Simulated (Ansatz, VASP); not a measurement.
**SnO3: VASP beside Ansatz**

File INCAR:

```
SYSTEM = SnO3
PREC = Accurate
ENCUT = 600
EDIFF = 1E-6
ISMEAR = 0
SIGMA = 0.1
LREAL = .FALSE.
LASPH = .TRUE.
NELM = 100
ALGO = Normal
ISIF = 3
LWAVE = .FALSE.
LCHARG = .FALSE.
GGA = PE
IBRION = 2
NSW = 100
EDIFFG = -0.01
```

Contents of KPOINTS:

```
Automatic mesh
0
G
  6 6 6
  0 0 0
```

The input POSCAR:

```
SnO3
1.0
    6.0421142899      0.0000000000      0.0000000000
    0.0000000000      6.0421142899      0.0000000000
    0.0000000000      0.0000000000      6.0421142899
Sn O
2 6
Direct
    0.5000000000      0.5000000000      0.5000000000
    0.0000000000      0.0000000000      0.0000000000
    0.1091221595      0.5000000000      0.5000000000
    0.8908778405      0.5000000000      0.5000000000
    0.5000000000      0.1091221595      0.5000000000
    0.5000000000      0.8908778405      0.5000000000
    0.5000000000      0.5000000000      0.1091221595
    0.5000000000      0.5000000000      0.8908778405
```

Input for Ansatz:

```yaml
crystal:
  lattice:
    - [6.0421142899, 0.0, 0.0]
    - [0.0, 6.0421142899, 0.0]
    - [0.0, 0.0, 6.0421142899]
  atoms:
    - { symbol: Sn, position: [0.5, 0.5, 0.5] }
    - { symbol: Sn, position: [0.0, 0.0, 0.0] }
    - { symbol: O, position: [0.1091221595, 0.5, 0.5] }
    - { symbol: O, position: [0.8908778405, 0.5, 0.5] }
    - { symbol: O, position: [0.5, 0.1091221595, 0.5] }
    - { symbol: O, position: [0.5, 0.8908778405, 0.5] }
    - { symbol: O, position: [0.5, 0.5, 0.1091221595] }
    - { symbol: O, position: [0.5, 0.5, 0.8908778405] }
basis:
  ecutwfc: 420
kpoints:
  mp_grid: { grid: [6, 6, 6] }
hamiltonian:
  xc: pbe
scf:
  occupations: { method: gaussian, width: 0.1 }
output:
  forces: true
  stress: true
  eigenvalues: true
  write_density: true
  write_potential: true
  elf: true
  volumetric_format: npy
relax:
  adjacent_minimum: "off"
  f_tol: 0.01
  max_steps: 80
  cell: { stress_tol: 0.05 }
```

Alike in both runs: task relaxation of cell and atoms; functional PBE; k mesh 6 × 6 × 6; occupations gaussian, width 0.1 eV; no spin polarisation.

```csv
,VASP,Ansatz
version,VASP 6.6.1,Ansatz 0.2.0
potentials or method,"VASP PAW PBE potentials, release 64 (Sn_d, O), cutoff 600 eV","scalar-relativistic, plane waves, PAW"
valence electrons in the cell,64,64
```

|  | VASP | Ansatz | Ansatz less VASP |
| --- | --- | --- | --- |
| gap on the k mesh at the Fermi level, each at its own relaxed structure (eV) | none | none | - |
| relaxed volume (Å³/atom) | 27.30 | 27.59 | +0.290 |
| relaxed cell length with the largest relative difference (Å) | 6.022 | 6.043 | +0.0213 |

A gap of «none» marks a metal or a gap that the smearing closes.
